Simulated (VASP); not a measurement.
MgO: relaxation of cell and atoms with PBE

The system is MgO.

```
CELL_PARAMETERS angstrom
0.00000 2.30536 2.30536
2.30536 0.00000 2.30536
2.30536 2.30536 0.00000
ATOMIC_POSITIONS crystal
Mg 0.50000 0.50000 0.50000
O 0.25000 0.25000 0.25000
```

```json
{
  "Program": "VASP 6.6.1",
  "Task": "relaxation of cell and atoms",
  "Functional": "PBE",
  "Potentials or basis": "VASP PAW PBE potentials, release 64 (Mg, O)",
  "Cutoff": "600 eV",
  "k mesh": "8 × 8 × 8",
  "Occupations": "gaussian, width 0.02 eV",
  "Spin": "no spin polarisation",
  "Dipole correction": "no",
  "Further INCAR settings": "ALGO = Normal; EDIFF = 1e-07; IBRION = 2; EDIFFG = -0.01; NSW = 100; ISIF = 3"
}
```

```json
{"Relaxed volume": "12.19 Å³/atom", "Relaxed cell": "a = 3.255 Å, b = 3.255 Å, c = 3.255 Å, α = 60.00°, β = 60.00°, γ = 60.00°", "Space group after relaxing (to 0.05 Å)": "F-43m (No. 216)", "Energy gained by relaxing": "0.1 meV/atom", "Ionic steps": "2", "Pressure after relaxing": "0.1 GPa", "Band gap on the k mesh": "3.50 eV, direct"}
```

Step by step:
```tsv
step	energy change (eV)	largest force (eV/Å)	pressure (GPa)	volume (Å³)
1	0.0000	0.0000	-0.44	24.50
2	-0.0001	0.0000	0.13	24.38
```

Final structure:
```
CELL_PARAMETERS angstrom
0.00000 2.30158 2.30158
2.30158 0.00000 2.30158
2.30158 2.30158 0.00000
ATOMIC_POSITIONS crystal
Mg 0.50000 0.50000 0.50000
O 0.25000 0.25000 0.25000
```

Levels at points of the mesh, in eV from the valence-band top:
```tsv
k point	band 1	band 2	band 3	band 4	band 5	band 6	band 7	band 8
(0.00, 0.00, 0.00)	-15.83	0.00	0.00	0.00	3.50	16.54	16.54	16.54
(0.50, 0.00, 0.00)	-15.19	-2.97	-0.18	-0.18	8.61	9.49	14.43	14.43
(0.50, 0.50, 0.00)	-15.01	-2.45	-0.73	-0.73	6.20	11.42	13.75	16.37
```

It took 17 s on 1 thread of Intel Xeon 8259CL (shared host), peak memory 0.16 GiB.

PBE gaps usually lie below the measured ones, often by a third to a half.
